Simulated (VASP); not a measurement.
The system is SiC2.

```
CELL_PARAMETERS angstrom
2.70603 0.00000 0.00000
-1.35301 2.34349 0.00000
0.00000 0.00000 7.80746
ATOMIC_POSITIONS crystal
Si 0.66667 0.33333 0.84138
Si 0.66667 0.33333 0.15862
C 0.33333 0.66667 0.62882
C 0.33333 0.66667 0.00000
C 0.33333 0.66667 0.37118
C 0.66667 0.33333 0.50000
```

```yaml
Program: VASP 6.6.1
Task: relaxation of cell and atoms
Functional: PBE
Potentials_or_basis: VASP PAW PBE potentials, release 64 (Si, C)
Cutoff: 600 eV
k_mesh: 18 × 18 × 6
Occupations: gaussian, width 0.1 eV
Spin: no spin polarisation
```

At the start: pressure -1.4 GPa; volume 8.25 Å³/atom.

Q: Where does the relaxation end?

A: Over 9 steps the energy falls by 2.6 meV/atom and the volume is 8.30 Å³/atom (+0.6 %); space group P-6m2 (No. 187, to 0.05 Å).

The path:
| step | energy change (eV) | largest force (eV/Å) | pressure (GPa) | volume (Å³) |
| --- | --- | --- | --- | --- |
| 1 | 0.0000 | 0.4043 | -1.45 | 49.51 |
| 2 | -0.0055 | 0.0903 | 1.92 | 48.98 |
| 3 | -0.0088 | 0.0954 | 0.60 | 49.18 |
| 4 | -0.0110 | 0.0865 | 0.34 | 49.33 |
| 5 | -0.0127 | 0.1549 | -0.06 | 49.60 |
| 6 | -0.0145 | 0.0881 | -0.11 | 49.70 |
| 7 | -0.0154 | 0.0149 | -0.16 | 49.84 |
| 8 | -0.0155 | 0.0098 | 0.07 | 49.81 |
| 9 | -0.0156 | 0.0097 | 0.00 | 49.82 |

Final structure:
```
Si C
1.0
     2.70446    0.00000    0.00000
    -1.35223    2.34213    0.00000
     0.00000    0.00000    7.86448
Si C
2 4
Direct
  0.66667 0.33333 0.84594
  0.66667 0.33333 0.15406
  0.33333 0.66667 0.62451
  0.33333 0.66667 0.00000
  0.33333 0.66667 0.37549
  0.66667 0.33333 0.50000
```
